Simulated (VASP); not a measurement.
# C (Fm-3m) in VASP: density of states with PBEsol

Aim: the density of states of C with PBEsol.

Program: VASP 6.6.1. These are calculated values, not measurements. Logs are shortened: lines on timing, memory, paths and dates and some standing lists are left out, and cuts for length are marked.

### Step 1. The cell of the first run

It takes space group Fm-3m (No. 225, cubic). Conventional cell: a = 2.328 Å, b = 2.328 Å, c = 2.328 Å, α = 90.00°, β = 90.00°, γ = 90.00°. Within 2.2 Å of C (site symmetry m-3m) lie 12 C at 1.65 Å.

### Step 2. Density of states, PBEsol (volume scaled by 0.45)

Contents of POSCAR:

```
C
1.0
    0.0000000000      1.1638176674      1.1638176674
    1.1638176674      0.0000000000      1.1638176674
    1.1638176674      1.1638176674      0.0000000000
C
1
Direct
    0.0000000000      0.0000000000      0.0000000000
```

Contents of INCAR.step1:

```
PREC     = Accurate       # precision mode
ENCUT    = 520            # plane-wave cutoff, eV
EDIFF    = 1E-7           # SCF threshold, eV
ISMEAR   = -1             # smearing method
SIGMA    = 0.08           # smearing width, eV
LREAL    = False          # projectors in reciprocal space
LASPH    = True           # aspherical terms in the spheres
NELM     = 60             # most SCF steps
ALGO     = Normal         # electronic algorithm
ISIF     = 2              # what is computed and relaxed
LWAVE    = False          # write WAVECAR
LCHARG   = True           # write CHGCAR
GGA      = PS             # functional
NBANDS   = 8              # bands
```

Contents of KPOINTS.step1:

```
Automatic mesh
0
Gamma
  24 24 24
```

Contents of INCAR.step2:

```
PREC     = Accurate       # precision mode
ENCUT    = 520            # plane-wave cutoff, eV
EDIFF    = 1E-7           # SCF threshold, eV
ISMEAR   = -5             # smearing method
SIGMA    = 0.08           # smearing width, eV
LREAL    = False          # projectors in reciprocal space
LASPH    = True           # aspherical terms in the spheres
NELM     = 60             # most SCF steps
ALGO     = Normal         # electronic algorithm
ISIF     = 2              # what is computed and relaxed
LWAVE    = False          # write WAVECAR
LCHARG   = False          # write CHGCAR
GGA      = PS             # functional
LORBIT   = 11             # projections on sites
NBANDS   = 8              # bands
NEDOS    = 2001           # points of the DOS
ICHARG   = 11             # starting density
```

Contents of KPOINTS.step2:

```
Automatic mesh
0
Gamma
  36 36 36
```

Potentials or basis: VASP PAW PBE potentials, release 64 (C).

Command:

```sh
cat potpaw_PBE.64/C/POTCAR > POTCAR
cp INCAR.step1 INCAR
cp KPOINTS.step1 KPOINTS
mpirun -np 1 vasp_std > vasp.out
cp INCAR.step2 INCAR
cp KPOINTS.step2 KPOINTS
mpirun -np 1 vasp_std > vasp.out
```

OUTCAR:

```text
PREC = Accurate
   ENCUT = 520
   EDIFF = 1E-7
   ISMEAR = -5
   LREAL = False
   LASPH = True
   NELM = 60
   ISIF = 2
   GGA = PS
   LORBIT = 11
   ICHARG = 11

 ion  position               nearest neighbor table
   1  0.000  0.000  0.000-

  LATTYP: Found a face centered cubic cell.
 ALAT       =     2.3276353348

  Lattice vectors:

 A1 = (   0.0000000000,   1.1638176674,   1.1638176674)
 A2 = (   1.1638176674,   0.0000000000,   1.1638176674)
 A3 = (   1.1638176674,   1.1638176674,   0.0000000000)

Analysis of symmetry for initial positions (statically):
=====================================================================
 Subroutine PRICEL returns:
 Original cell was already a primitive cell.

 Routine SETGRP: Setting up the symmetry group for a
 face centered cubic supercell.

 Subroutine GETGRP returns: Found 48 space group operations
 (whereof 48 operations were pure point group operations)
 out of a pool of 48 trial point group operations.

The static configuration has the point symmetry O_h .

Analysis of symmetry for dynamics (positions and initial velocities):
=====================================================================
 Subroutine PRICEL returns:
 Original cell was already a primitive cell.

 Routine SETGRP: Setting up the symmetry group for a
 face centered cubic supercell.

 Subroutine GETGRP returns: Found 48 space group operations
 (whereof 48 operations were pure point group operations)
 out of a pool of 48 trial point group operations.

The dynamic configuration has the point symmetry O_h .

 Subroutine INISYM returns: Found 48 space group operations
 (whereof 48 operations are pure point group operations),
 and found     1 'primitive' translations

----------------------------------------------------------------------------------------

                                     Primitive cell

  volume of cell :       3.1527

  direct lattice vectors                    reciprocal lattice vectors
     0.000000000  1.163817667  1.163817667    -0.429620562  0.429620562  0.429620562
     1.163817667  0.000000000  1.163817667     0.429620562 -0.429620562  0.429620562
     1.163817667  1.163817667  0.000000000     0.429620562  0.429620562 -0.429620562

  length of vectors
     1.645886729  1.645886729  1.645886729     0.744124641  0.744124641  0.744124641

  position of ions in fractional coordinates (direct lattice)
     0.000000000  0.000000000  0.000000000

  ion indices of the primitive-cell ions
   primitive index   ion index
                 1           1

----------------------------------------------------------------------------------------

 KPOINTS: Automatic mesh

Automatic generation of k-mesh.
 Grid dimensions read from file:
 generate k-points for:   36   36   36

 Generating k-lattice:

  Cartesian coordinates                     Fractional coordinates (reciprocal lattice)
    -0.011933904  0.011933904  0.011933904     0.027777778  0.000000000  0.000000000
     0.011933904 -0.011933904  0.011933904     0.000000000  0.027777778  0.000000000
     0.011933904  0.011933904 -0.011933904     0.000000000  0.000000000  0.027777778

  Length of vectors
     0.020670129  0.020670129  0.020670129

  Shift w.r.t. Gamma in fractional coordinates (k-lattice)
     0.000000000  0.000000000  0.000000000

 TETIRR: Found   6145 inequivalent tetrahedra from   279936

 Subroutine IBZKPT returns following result:
 ===========================================

 Found   1240 irreducible k-points:

 Following reciprocal coordinates:
            Coordinates               Weight
  0.000000  0.000000  0.000000      1.000000
  0.027778  0.000000  0.000000      8.000000
  0.055556  0.000000  0.000000      8.000000
  0.083333  0.000000  0.000000      8.000000
  0.111111  0.000000  0.000000      8.000000
  0.138889  0.000000  0.000000      8.000000
[... 16 lines left out ...]
  0.111111  0.027778  0.000000     24.000000
  0.138889  0.027778  0.000000     24.000000
 [... further k-points ...]
   k-points           NKPTS =   1240   k-points in BZ     NKDIM =   1240   number of bands    NBANDS=      8
   number of dos      NEDOS =   2001   number of ions     NIONS =      1
   total plane-waves  NPLWV =   1728
   dimension x,y,z NGX =    12 NGY =   12 NGZ =   12
   dimension x,y,z NGXF=    24 NGYF=   24 NGZF=   24
   ions per type =               1
   NGX,Y,Z   is equivalent  to a cutoff of  12.12, 12.12, 12.12 a.u.
   NGXF,Y,Z  is equivalent  to a cutoff of  24.24, 24.24, 24.24 a.u.
 SYSTEM =  unknown system
   PREC   = accura    normal or accurate (medium, high low for compatibility)
   ISTART =      0    job   : 0-new  1-cont  2-samecut
   ICHARG =     11    charge: 1-file 2-atom 10-const
   ISPIN  =      1    spin polarized calculation?
   LNONCOLLINEAR =      F non collinear calculations
   LSORBIT =      F    spin-orbit coupling
   LASPH  =      T    aspherical Exc in radial PAW
   ENCUT  =  520.0 eV  38.22 Ry    6.18 a.u.   3.06  3.06  3.06*2*pi/ulx,y,z
   NELM   =     60;   NELMIN=  2; NELMDL=  0     # of ELM steps
   EDIFF  = 0.1E-06   stopping-criterion for ELM
   LREAL  =      F    real-space projection
   EDIFFG = 0.1E-05   stopping-criterion for IOM
   NSW    =      0    number of steps for IOM
   IBRION =     -1    ionic relax: 0-MD 1-quasi-New 2-CG
   NFREE  =      0    steps in history (QN), initial steepest desc. (CG)
   ISIF   =      2    stress and relaxation
   ISYM   =      2    0-nonsym 1-usesym 2-fastsym
   POTIM  = 0.5000    time-step for ionic-motion
   TEBEG  =    0.0;   TEEND  =   0.0 temperature during run
   PSTRESS=    0.0 pullay stress
   NELECT =       4.0000    total number of electrons
   NUPDOWN=      -1.0000    fix difference up-down
   EMIN   =  10.00;   EMAX   =-10.00  energy-range for DOS
   EFERMI =   0.00;   METHOD = LEGACY
   ISMEAR =    -5;   SIGMA  =   0.08  broadening in eV -4-tet -1-fermi 0-gaus
   EFERMI_NEDOS =   21; number of points for ismear=-14 and -15
   IALGO  =     38    algorithm
   IMIX   =      4    mixing-type and parameters
     AMIX     =   0.40;   BMIX     =  1.00
     AMIX_MAG =   1.60;   BMIX_MAG =  1.00
  volume/ion in A,a.u.               =       3.15        21.28
  Fermi-wavevector in a.u.,A,eV,Ry     =   1.772284  3.349130 42.735752  3.140989
  Thomas-Fermi vector in A             =   2.838707
   LORBIT       =     11    0 simple, 1 ext, 2 COOP (PROOUT), +10 PAW based schemes
   GGA     = PS    functional components
   LHFCALC =     F    Hartree Fock is set to
   AEXX    =    0.0000 exact exchange contribution
   IVDW    =     0    specifies the selected vdW correction
   LEPSILON=     F    determine dielectric tensor
   LRPA    =     F    only Hartree local field effects (RPA)
 non-spin polarized calculation
 Fermi weights with tetrahedron method with Bloechl corrections
  energy-cutoff  :      520.00
  volume of cell :        3.15
 maximum number of plane-waves:        92

 number of electron       4.0000000 magnetization

 Free energy of the ion-electron system (eV)
  ---------------------------------------------------
  ext. energy  EPLUGINS =         0.00000000
  ---------------------------------------------------
  free energy    TOTEN  =        -1.54193960 eV

  energy without entropy =       -1.54193960  energy(sigma->0) =       -1.54193960

 E-fermi :  24.3054     XC(G=0): -17.0959

 val. band max:       24.5589371434   @ k =   0.4722   0.3889   0.0833
 cond. band min:      24.2786601497   @ k =  -0.4722   0.3889   0.1389
 fundamental gap:     -0.2802769937
 Fermi energy:        24.3054167212

 k-point     1 :       0.0000    0.0000    0.0000
  band No.  band energies     occupation
      1     -10.6460      2.00000
      2      40.9280      0.00000
      3      40.9280      0.00000
      4      40.9280      0.00000
      5      67.7708      0.00000
      6      67.7708      0.00000
      7      67.7708      0.00000
      8      73.6238      0.00000

 k-point     2 :       0.0278    0.0000    0.0000
  band No.  band energies     occupation
      1     -10.5963      2.00000
      2      40.6862      0.00000
      3      40.8746      0.00000
      4      40.8746      0.00000
      5      66.9907      0.00000
      6      67.8857      0.00000
      7      67.8857      0.00000
      8      74.7363      0.00000

 k-point     3 :       0.0556    0.0000    0.0000
  band No.  band energies     occupation
      1     -10.4459      2.00000
      2      40.0092      0.00000
      3      40.7302      0.00000
      4      40.7302      0.00000
      5      65.5702      0.00000
      6      68.2169      0.00000
      7      68.2169      0.00000
      8      77.1234      0.00000

 k-point     4 :       0.0833    0.0000    0.0000
  band No.  band energies     occupation
      1     -10.1954      2.00000
      2      38.9030      0.00000
      3      40.5027      0.00000
      4      40.5027      0.00000
      5      64.2894      0.00000
      6      68.7206      0.00000
      7      68.7206      0.00000
      8      79.6471      0.00000

 k-point     5 :       0.1111    0.0000    0.0000
  band No.  band energies     occupation
      1      -9.8454      2.00000
      2      37.4020      0.00000
      3      40.2045      0.00000
      4      40.2045      0.00000
      5      63.3516      0.00000
      6      69.3114      0.00000
      7      69.3114      0.00000
      8      79.5157      0.00000
[... 177 lines left out ...]
 k-point    22 :       0.0833    0.0278    0.0000
  band No.  band energies     occupation
      1     -10.2456      2.00000
      2      39.2813      0.00000
      3      40.1558      0.00000
      4      40.7931      0.00000
      5      64.1027      0.00000
      6      68.6771      0.00000
      7      69.0124      0.00000
      8      79.2954      0.00000

 k-point    23 :       0.1111    0.0278    0.0000
  band No.  band energies     occupation
      1      -9.9285      2.00000
      2      37.9240      0.00000
      3      39.7847      0.00000
      4      40.6173      0.00000
      5      63.1439      0.00000
      6      69.1245      0.00000
      7      69.6659      0.00000
      8      78.7727      0.00000

 k-point    24 :       0.1389    0.0278    0.0000
  band No.  band energies     occupation
      1      -9.5119      2.00000
      2      36.2155      0.00000
      3      39.3708      0.00000
      4      40.3665      0.00000
      5      62.5302      0.00000
      6      69.5534      0.00000
      7      70.2880      0.00000
      8      77.2102      0.00000

 [... further k-points ...]
[... 5 lines left out ...]
  --------------------------------------------------------------------------------------
  -------------------------------------------------------------------------------------
  Total       11.1518766     11.1518766     11.1518766      0.0000000     -0.0000000      0.0000000
  in kB     5667.2673850   5667.2673850   5667.2673850      0.0000000     -0.0000000      0.0000000
  external PRESSURE =    5667.2673850 kB  Pullay stress =       0.0000000 kB

 VOLUME and BASIS-vectors are now :
 -----------------------------------------------------------------------------
  energy-cutoff  :      520.00
  volume of cell :        3.15
      direct lattice vectors                 reciprocal lattice vectors
     0.000000000  1.163817667  1.163817667    -0.429620562  0.429620562  0.429620562
     1.163817667  0.000000000  1.163817667     0.429620562 -0.429620562  0.429620562
     1.163817667  1.163817667  0.000000000     0.429620562  0.429620562 -0.429620562

 POSITION                                       TOTAL-FORCE (eV/Angst)
 -----------------------------------------------------------------------------------
      0.00000      0.00000      0.00000         0.000000      0.000000      0.000000
 -----------------------------------------------------------------------------------
    total drift:                               -0.000000      0.000000     -0.000000

  FREE ENERGIE OF THE ION-ELECTRON SYSTEM (eV)
  ---------------------------------------------------
  free  energy   TOTEN  =        -1.5419395975 eV

  energy  without entropy=       -1.5419395975  energy(sigma->0) =       -1.54193960

 total charge

# of ion       s       p       d       tot
------------------------------------------
    1        0.930   1.762   0.000   2.692
```

Wall time 20 s (1 thread of Intel Xeon Platinum 8259CL at 2.50GHz (Skylake/Cascade Lake), shared host); peak memory 0.13 GiB.

What came out:

| Item | Value |
| --- | --- |
| Valence electrons inside the program's atomic spheres | C 2.69 |

Caveat: the PAW data sets were made with another functional, which shifts forces and pressure a little; tetrahedron occupations give inexact forces and stress in metals.
